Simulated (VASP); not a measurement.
# SnSe (I4mm) in VASP: further runs

Runs on SnSe. Level: r2SCAN. Tasks: single point.

All numbers are computed with VASP 6.6.1; they aren't measurements. Logs are shortened: lines on timing, memory, paths and dates and some standing lists are left out, and cuts for length are marked.

## 1. The cell of the first run

Symmetry: I4mm, No. 107, tetragonal system. Conventional cell: a = 4.257 Å, b = 4.257 Å, c = 6.020 Å, α = 90.00°, β = 90.00°, γ = 90.00°. Within 3.6 Å of Sn (site symmetry 4mm) lie 6 Se at 2.71 to 3.31 Å. Within 3.6 Å of Se (site symmetry 4mm) lie 6 Sn at 2.71 to 3.31 Å.

## 2. Single point, r2SCAN

File POSCAR:

```
SnSe
1.0
    0.0000000000      3.0100000000      3.0100000000
    3.0100000000      0.0000000000      3.0100000000
    3.0100000000      3.0100000000      0.0000000000
Sn Se
1 1
Direct
    0.0000000000      0.0000000000      0.0000000000
    0.5498338870      0.5498338870      0.4501661130
```

File INCAR.step1:

```
ALGO = Normal
EDIFF = 1E-4
ENCUT = 520
GGA = PE
ISMEAR = 0
LASPH = T
LCHARG = F
LREAL = F
LWAVE = T
NBANDS = 17
NELM = 100
PREC = Accurate
SIGMA = 0.05
```

File INCAR.step2:

```
ALGO = Normal
EDIFF = 1E-7
ENCUT = 520
ISIF = 2
ISMEAR = 0
ISTART = 1
LASPH = T
LCHARG = F
LMIXTAU = T
LREAL = F
LWAVE = F
METAGGA = R2SCAN
NBANDS = 17
NELM = 100
PREC = Accurate
SIGMA = 0.05
```

File KPOINTS:

```
k-points
0
Gamma
  10 10 10
```

Potentials or basis: VASP PAW PBE potentials, release 64 (Sn_d, Se).

Command:

```bash
$ cat potpaw_PBE.64/Sn_d/POTCAR potpaw_PBE.64/Se/POTCAR > POTCAR
$ cp INCAR.step1 INCAR
$ mpirun -np 1 vasp_std > vasp.out
$ cp INCAR.step2 INCAR
$ mpirun -np 1 vasp_std > vasp.out
```

OUTCAR:

```text
EDIFF = 1E-7
   ENCUT = 520
   ISIF = 2
   ISMEAR = 0
   ISTART = 1
   LASPH = T
   LREAL = F
   METAGGA = R2SCAN
   NELM = 100
   PREC = Accurate

 ion  position               nearest neighbor table
   1  0.000  0.000  0.000-   2 2.71   2 3.02   2 3.02   2 3.02   2 3.02
   2  0.550  0.550  0.450-   1 2.71   1 3.02   1 3.02   1 3.02   1 3.02

  LATTYP: Found a face centered cubic cell.
 ALAT       =     6.0200000000

  Lattice vectors:

 A1 = (   0.0000000000,   3.0100000000,   3.0100000000)
 A2 = (   3.0100000000,   0.0000000000,   3.0100000000)
 A3 = (   3.0100000000,   3.0100000000,   0.0000000000)

Analysis of symmetry for initial positions (statically):
=====================================================================
 Subroutine PRICEL returns:
 Original cell was already a primitive cell.

 Routine SETGRP: Setting up the symmetry group for a
 face centered cubic supercell.

 Subroutine GETGRP returns: Found  8 space group operations
 (whereof  8 operations were pure point group operations)
 out of a pool of 48 trial point group operations.

The static configuration has the point symmetry C_4v.

Analysis of symmetry for dynamics (positions and initial velocities):
=====================================================================
 Subroutine PRICEL returns:
 Original cell was already a primitive cell.

 Routine SETGRP: Setting up the symmetry group for a
 face centered cubic supercell.

 Subroutine GETGRP returns: Found  8 space group operations
 (whereof  8 operations were pure point group operations)
 out of a pool of 48 trial point group operations.

The dynamic configuration has the point symmetry C_4v.

 Subroutine INISYM returns: Found  8 space group operations
 (whereof  8 operations are pure point group operations),
 and found     1 'primitive' translations

----------------------------------------------------------------------------------------

                                     Primitive cell

  volume of cell :      54.5418

  direct lattice vectors                    reciprocal lattice vectors
     0.000000000  3.010000000  3.010000000    -0.166112957  0.166112957  0.166112957
     3.010000000  0.000000000  3.010000000     0.166112957 -0.166112957  0.166112957
     3.010000000  3.010000000  0.000000000     0.166112957  0.166112957 -0.166112957

  length of vectors
     4.256782823  4.256782823  4.256782823     0.287716081  0.287716081  0.287716081

  position of ions in fractional coordinates (direct lattice)
     0.000000000  0.000000000  0.000000000
     0.549833887  0.549833887  0.450166113

  ion indices of the primitive-cell ions
   primitive index   ion index
                 1           1
                 2           2

----------------------------------------------------------------------------------------

 KPOINTS: k-points

Automatic generation of k-mesh.
 Grid dimensions read from file:
 generate k-points for:   10   10   10

 Generating k-lattice:

  Cartesian coordinates                     Fractional coordinates (reciprocal lattice)
    -0.016611296  0.016611296  0.016611296     0.100000000  0.000000000  0.000000000
     0.016611296 -0.016611296  0.016611296     0.000000000  0.100000000  0.000000000
     0.016611296  0.016611296 -0.016611296     0.000000000  0.000000000  0.100000000

  Length of vectors
     0.028771608  0.028771608  0.028771608

  Shift w.r.t. Gamma in fractional coordinates (k-lattice)
     0.000000000  0.000000000  0.000000000

 Subroutine IBZKPT returns following result:
 ===========================================

 Found    102 irreducible k-points:

 Following reciprocal coordinates:
            Coordinates               Weight
  0.000000  0.000000  0.000000      1.000000
  0.100000  0.000000  0.000000      8.000000
  0.200000  0.000000  0.000000      8.000000
  0.300000  0.000000  0.000000      8.000000
  0.400000  0.000000  0.000000      8.000000
  0.500000  0.000000  0.000000      4.000000
[... 16 lines left out ...]
 -0.100000  0.100000  0.000000      4.000000
  0.000000 -0.100000  0.100000      8.000000
 [... further k-points ...]
   k-points           NKPTS =    102   k-points in BZ     NKDIM =    102   number of bands    NBANDS=     17
   number of dos      NEDOS =    301   number of ions     NIONS =      2
   total plane-waves  NPLWV =  32768
   dimension x,y,z NGX =    32 NGY =   32 NGZ =   32
   dimension x,y,z NGXF=    64 NGYF=   64 NGZF=   64
   ions per type =               1   1
   NGX,Y,Z   is equivalent  to a cutoff of  12.50, 12.50, 12.50 a.u.
   NGXF,Y,Z  is equivalent  to a cutoff of  24.99, 24.99, 24.99 a.u.
 SYSTEM =  unknown system
   PREC   = accura    normal or accurate (medium, high low for compatibility)
   ISTART =      1    job   : 0-new  1-cont  2-samecut
   ICHARG =      0    charge: 1-file 2-atom 10-const
   ISPIN  =      1    spin polarized calculation?
   LNONCOLLINEAR =      F non collinear calculations
   LSORBIT =      F    spin-orbit coupling
   LASPH  =      T    aspherical Exc in radial PAW
   ENCUT  =  520.0 eV  38.22 Ry    6.18 a.u.   7.91  7.91  7.91*2*pi/ulx,y,z
   NELM   =    100;   NELMIN=  2; NELMDL=  0     # of ELM steps
   EDIFF  = 0.1E-06   stopping-criterion for ELM
   LREAL  =      F    real-space projection
   EDIFFG = 0.1E-05   stopping-criterion for IOM
   NSW    =      0    number of steps for IOM
   IBRION =     -1    ionic relax: 0-MD 1-quasi-New 2-CG
   NFREE  =      0    steps in history (QN), initial steepest desc. (CG)
   ISIF   =      2    stress and relaxation
   ISYM   =      2    0-nonsym 1-usesym 2-fastsym
   POTIM  = 0.5000    time-step for ionic-motion
   TEBEG  =    0.0;   TEEND  =   0.0 temperature during run
   PSTRESS=    0.0 pullay stress
   NELECT =      20.0000    total number of electrons
   NUPDOWN=      -1.0000    fix difference up-down
   EMIN   =  10.00;   EMAX   =-10.00  energy-range for DOS
   EFERMI =   0.00;   METHOD = LEGACY
   ISMEAR =     0;   SIGMA  =   0.05  broadening in eV -4-tet -1-fermi 0-gaus
   EFERMI_NEDOS =   21; number of points for ismear=-14 and -15
   IALGO  =     38    algorithm
   IMIX   =      4    mixing-type and parameters
     AMIX     =   0.40;   BMIX     =  1.00
     AMIX_MAG =   1.60;   BMIX_MAG =  1.00
  volume/ion in A,a.u.               =      27.27       184.03
[... 25 lines left out ...]

 E-fermi :   5.7880     XC(G=0): -10.1639

 val. band max:        5.4805635487   @ k =   0.5000   0.0000   0.0000
 cond. band min:       6.2782568801   @ k =  -0.4000   0.1000   0.0000
 fundamental gap:      0.7976933314
 Fermi energy:         5.7880423509

 k-point     1 :       0.0000    0.0000    0.0000
  band No.  band energies     occupation
      1     -16.7843      2.00000
      2     -16.7831      2.00000
      3     -16.7727      2.00000
      4     -16.7615      2.00000
      5     -16.7615      2.00000
      6      -9.1258      2.00000
[... 9 lines left out ...]
     16      12.3229      0.00000
     17      14.0431      0.00000

 k-point     2 :       0.1000    0.0000    0.0000
  band No.  band energies     occupation
      1     -16.7847      2.00000
      2     -16.7825      2.00000
      3     -16.7734      2.00000
      4     -16.7609      2.00000
      5     -16.7605      2.00000
      6      -9.0525      2.00000
[... 9 lines left out ...]
     16      12.2881      0.00000
     17      14.8665      0.00000

 k-point     3 :       0.2000    0.0000    0.0000
  band No.  band energies     occupation
      1     -16.7862      2.00000
      2     -16.7816      2.00000
      3     -16.7748      2.00000
      4     -16.7592      2.00000
      5     -16.7577      2.00000
      6      -8.8467      2.00000
[... 9 lines left out ...]
     16      12.6989      0.00000
     17      16.4249      0.00000

 k-point     4 :       0.3000    0.0000    0.0000
  band No.  band energies     occupation
      1     -16.7883      2.00000
      2     -16.7825      2.00000
      3     -16.7748      2.00000
      4     -16.7567      2.00000
      5     -16.7539      2.00000
      6      -8.5566      2.00000
[... 9 lines left out ...]
     16      13.6562      0.00000
     17      18.0636      0.00000

 k-point     5 :       0.4000    0.0000    0.0000
  band No.  band energies     occupation
      1     -16.7901      2.00000
      2     -16.7845      2.00000
      3     -16.7738      2.00000
      4     -16.7545      2.00000
      5     -16.7507      2.00000
      6      -8.2810      2.00000
[... 9 lines left out ...]
     16      14.9739      0.00000
     17      17.2499      0.00000

 k-point     6 :       0.5000    0.0000    0.0000
  band No.  band energies     occupation
      1     -16.7909      2.00000
      2     -16.7854      2.00000
      3     -16.7734      2.00000
      4     -16.7536      2.00000
      5     -16.7495      2.00000
      6      -8.1623      2.00000
[... 9 lines left out ...]
     16      16.1727      0.00000
     17      16.2814      0.00000

 k-point     7 :       0.1000    0.1000    0.0000
  band No.  band energies     occupation
      1     -16.7837      2.00000
      2     -16.7835      2.00000
      3     -16.7751      2.00000
      4     -16.7597      2.00000
      5     -16.7597      2.00000
      6      -9.0262      2.00000
[... 9 lines left out ...]
     16      12.8806      0.00000
     17      14.1767      0.00000

 k-point     8 :       0.0000    0.1000    0.1000
  band No.  band energies     occupation
      1     -16.7858      2.00000
      2     -16.7814      2.00000
      3     -16.7729      2.00000
      4     -16.7621      2.00000
      5     -16.7596      2.00000
      6      -9.0289      2.00000
[... 9 lines left out ...]
     16      12.6121      0.00000
     17      14.3971      0.00000
[... 203 lines left out ...]
      1     -16.7897      2.00000
      2     -16.7837      2.00000
      3     -16.7722      2.00000
      4     -16.7568      2.00000
      5     -16.7532      2.00000
      6      -8.4101      2.00000
[... 9 lines left out ...]
     16      15.3817      0.00000
     17      17.1880      0.00000

 k-point    20 :       0.0000   -0.3000    0.1000
  band No.  band energies     occupation
      1     -16.7897      2.00000
      2     -16.7823      2.00000
      3     -16.7759      2.00000
      4     -16.7556      2.00000
      5     -16.7519      2.00000
      6      -8.4072      2.00000
[... 9 lines left out ...]
     16      15.2211      0.00000
     17      17.1767      0.00000

 k-point    21 :      -0.2000    0.1000    0.0000
  band No.  band energies     occupation
      1     -16.7883      2.00000
      2     -16.7813      2.00000
      3     -16.7724      2.00000
      4     -16.7594      2.00000
      5     -16.7568      2.00000
      6      -8.7014      2.00000
[... 9 lines left out ...]
     16      14.0778      0.00000
     17      15.8233      0.00000

 k-point    22 :       0.0000   -0.2000    0.1000
  band No.  band energies     occupation
      1     -16.7871      2.00000
      2     -16.7811      2.00000
      3     -16.7769      2.00000
      4     -16.7583      2.00000
      5     -16.7547      2.00000
      6      -8.6978      2.00000
[... 9 lines left out ...]
     16      13.9110      0.00000
     17      15.7211      0.00000

 k-point    23 :      -0.1000    0.1000    0.0000
  band No.  band energies     occupation
      1     -16.7864      2.00000
      2     -16.7809      2.00000
      3     -16.7729      2.00000
      4     -16.7608      2.00000
      5     -16.7595      2.00000
      6      -8.9363      2.00000
[... 9 lines left out ...]
     16      12.9809      0.00000
     17      14.8625      0.00000

 k-point    24 :       0.0000   -0.1000    0.1000
  band No.  band energies     occupation
      1     -16.7852      2.00000
      2     -16.7820      2.00000
      3     -16.7751      2.00000
      4     -16.7603      2.00000
      5     -16.7579      2.00000
      6      -8.9340      2.00000
[... 9 lines left out ...]
     16      12.8765      0.00000
     17      14.6897      0.00000

 [... further k-points ...]

------------------------ aborting loop because EDIFF is reached ----------------------------------------

  FORCE on cell =-STRESS in cart. coord.  units (eV):
  Direction    XX          YY          ZZ          XY          YZ          ZX
  --------------------------------------------------------------------------------------
  -------------------------------------------------------------------------------------
  Total        0.1932400      0.1932400      1.0810290      0.0000000      0.0000000      0.0000000
  in kB        5.6764669      5.6764669     31.7554621      0.0000000      0.0000000      0.0000000
  external PRESSURE =      14.3694653 kB  Pullay stress =       0.0000000 kB

 VOLUME and BASIS-vectors are now :
 -----------------------------------------------------------------------------
  energy-cutoff  :      520.00
  volume of cell :       54.54
      direct lattice vectors                 reciprocal lattice vectors
     0.000000000  3.010000000  3.010000000    -0.166112957  0.166112957  0.166112957
     3.010000000  0.000000000  3.010000000     0.166112957 -0.166112957  0.166112957
     3.010000000  3.010000000  0.000000000     0.166112957  0.166112957 -0.166112957

 POSITION                                       TOTAL-FORCE (eV/Angst)
 -----------------------------------------------------------------------------------
      0.00000      0.00000      0.00000         0.000000      0.000000      0.286993
      3.01000      3.01000      3.31000         0.000000      0.000000     -0.286993
 -----------------------------------------------------------------------------------
    total drift:                               -0.000021     -0.000021     -0.000115

  FREE ENERGIE OF THE ION-ELECTRON SYSTEM (eV)
  ---------------------------------------------------
  free  energy   TOTEN  =       -39.8606860552 eV

  energy  without entropy=      -39.8606860552  energy(sigma->0) =      -39.86068606
```

Wall time 3.8 min (1 thread of Intel Xeon Platinum 8488C (Sapphire Rapids), shared host); peak memory 0.25 GiB.

Results:

```
Free energy            : -39.8607 eV
Pressure               : 1.4 GPa
Largest force          : 0.287 eV/Å
Band gap on the k mesh : 0.80 eV (least direct gap 0.84 eV)
```

Forces on the atoms (eV/Å):
```
Sn   0.000  0.000  0.287
Se   0.000  0.000 -0.287
```

Stress tensor (GPa, compression positive):
```
0.57 0.00 0.00
0.00 0.57 0.00
0.00 0.00 3.18
```

Caveat: the cell differs from its parent crystal (all Se atoms moved -0.300 Å, as atom 2 towards its neighbour atom 1 (Sn) at 3.010 Å); the PAW data sets were made with another functional, which shifts forces and pressure a little; spin-orbit coupling is left out, which moves the levels of the heavy elements. A k mesh can miss the band edges.

## 3. Single point, r2SCAN

Edit POSCAR of step 2 so:

```diff
@@ -9,2 +9,2 @@
     0.0000000000      0.0000000000      0.0000000000
-    0.5498338870      0.5498338870      0.4501661130
+    0.4626245847      0.4626245847      0.5373754153
```

INCAR.step1 is that of step 2.

INCAR.step2 is that of step 2.

KPOINTS is that of step 2.

Potentials or basis: VASP PAW PBE potentials, release 64 (Sn_d, Se).

Command:

```bash
$ cat potpaw_PBE.64/Sn_d/POTCAR potpaw_PBE.64/Se/POTCAR > POTCAR
$ cp INCAR.step1 INCAR
$ mpirun -np 1 vasp_std > vasp.out
$ cp INCAR.step2 INCAR
$ mpirun -np 1 vasp_std > vasp.out
```

Run time: 3.6 min. Hardware: 1 thread of Intel Xeon Platinum 8488C (Sapphire Rapids), shared host; peak memory 0.25 GiB.

The run converged. Its results:

* Free energy: -39.8742 eV
* Pressure: 0.8 GPa
* Largest force: 0.091 eV/Å
* Band gap on the k mesh: 0.66 eV (least direct gap 0.72 eV)

Forces on the atoms (eV/Å):
```
Sn   0.000  0.000 -0.091
Se   0.000  0.000  0.091
```

Stress tensor (GPa, compression positive):
```
0.33 0.00 0.00
0.00 0.33 0.00
0.00 0.00 1.66
```

Levels at points of the mesh, in eV from the valence-band top:
```tsv
k point	band 8	band 9	band 10	band 11	band 12	band 13
(0.00, 0.00, 0.00)	-2.63	-2.47	-2.47	4.12	4.12	4.60
(0.50, 0.00, 0.00)	-2.45	-2.27	0.00	0.72	1.32	1.58
(0.50, 0.50, 0.00)	-5.14	-3.98	-3.98	3.25	5.63	5.63
(0.00, 0.50, 0.50)	-5.81	-3.92	-3.92	2.86	5.77	5.96
```

Caveat: the cell differs from its parent crystal (all Se atoms moved +0.225 Å, as atom 2 towards its neighbour atom 1 (Sn) at 3.010 Å); the PAW data sets were made with another functional, which shifts forces and pressure a little; spin-orbit coupling is left out, which moves the levels of the heavy elements.

## 4. Single point, r2SCAN

Edit POSCAR of step 3 so:

```diff
@@ -9,2 +9,2 @@
     0.0000000000      0.0000000000      0.0000000000
-    0.4626245847      0.4626245847      0.5373754153
+    0.5249169435      0.5249169435      0.4750830565
```

File INCAR.step1:

```
PREC     = Accurate       # precision mode
ENCUT    = 520            # plane-wave cutoff, eV
ISMEAR   = 0              # smearing method
SIGMA    = 0.05           # smearing width, eV
LREAL    = False          # projectors in reciprocal space
LASPH    = True           # aspherical terms in the spheres
NELM     = 60             # most SCF steps
NBANDS   = 17             # bands
GGA      = PE             # functional
ALGO     = Normal         # electronic algorithm
EDIFF    = 1E-4           # SCF threshold, eV
LWAVE    = True           # write WAVECAR
LCHARG   = False          # write CHGCAR
```

File INCAR.step2:

```
PREC     = Accurate       # precision mode
ENCUT    = 520            # plane-wave cutoff, eV
EDIFF    = 1E-6           # SCF threshold, eV
ISMEAR   = 0              # smearing method
SIGMA    = 0.05           # smearing width, eV
LREAL    = False          # projectors in reciprocal space
LASPH    = True           # aspherical terms in the spheres
NELM     = 60             # most SCF steps
ALGO     = Normal         # electronic algorithm
ISIF     = 2              # what is computed and relaxed
LWAVE    = False          # write WAVECAR
LCHARG   = False          # write CHGCAR
METAGGA  = R2SCAN         # meta-GGA
LMIXTAU  = True         
NBANDS   = 17             # bands
ISTART   = 1
```

File KPOINTS:

```
Automatic mesh
0
Gamma
  10 10 10
```

Command:

```bash
$ cat potpaw_PBE.64/Sn_d/POTCAR potpaw_PBE.64/Se/POTCAR > POTCAR
$ cp INCAR.step1 INCAR
$ mpirun -np 1 vasp_std > vasp.out
$ cp INCAR.step2 INCAR
$ mpirun -np 1 vasp_std > vasp.out
```

Wall time 2.3 min (1 thread of Intel Xeon Platinum 8488C (Sapphire Rapids), shared host); peak memory 0.25 GiB.

The run converged. Its results:

```yaml
Free_energy: -39.8769 eV
Pressure: 0.3 GPa
Band_gap_on_the_k_mesh: 0.56 eV (least direct gap 0.58 eV)
```

Forces in eV/Å, atoms in the order of the input:
```
Sn   0.000  0.000 -0.003
Se   0.000  0.000  0.003
```

Stress tensor (GPa, compression positive):
```
0.15 0.00 0.00
0.00 0.15 0.00
0.00 0.00 0.68
```

Levels at points of the mesh, in eV from the valence-band top:
| k point | band 6 | band 7 | band 8 | band 9 | band 10 | band 11 | band 12 | band 13 | band 14 | band 15 |
| --- | --- | --- | --- | --- | --- | --- | --- | --- | --- | --- |
| (0.00, 0.00, 0.00) | -14.69 | -5.18 | -2.63 | -2.56 | -2.56 | 4.24 | 4.24 | 4.47 | 6.12 | 6.28 |
| (0.50, 0.00, 0.00) | -13.72 | -8.50 | -2.41 | -2.32 | 0.00 | 0.58 | 1.22 | 1.34 | 8.57 | 10.51 |
| (0.50, 0.50, 0.00) | -13.40 | -6.69 | -5.49 | -4.04 | -4.04 | 3.18 | 5.54 | 5.54 | 6.27 | 10.69 |
| (0.00, 0.50, 0.50) | -13.42 | -6.31 | -5.89 | -4.02 | -4.02 | 2.99 | 5.60 | 5.70 | 6.21 | 10.68 |

Caveat: the PAW data sets were made with another functional, which shifts forces and pressure a little; spin-orbit coupling is left out, which moves the levels of the heavy elements.

## 5. The runs side by side

| cell | gap on the mesh (eV) | pressure (GPa) | largest force (eV/Å) |
| --- | --- | --- | --- |
| as given, atomic positions A | 0.80 | 1.4 | 0.29 |
| as given, atomic positions B | 0.66 | 0.8 | 0.09 |
| as given, atomic positions C | 0.56 | 0.3 | - |

Alike in all rows: task single point; level r2SCAN; potentials or basis VASP PAW PBE potentials, release 64 (Sn_d, Se); no spin polarisation; k mesh 10 × 10 × 10; cutoff (eV) 520; smearing gaussian 0.05 eV.

Caveats: the PAW data sets were made with another functional, which shifts forces and pressure a little; spin-orbit coupling is left out, which moves the levels of the heavy elements.

Total energies depend on the potentials used, so only differences within one code and one set of settings carry meaning.
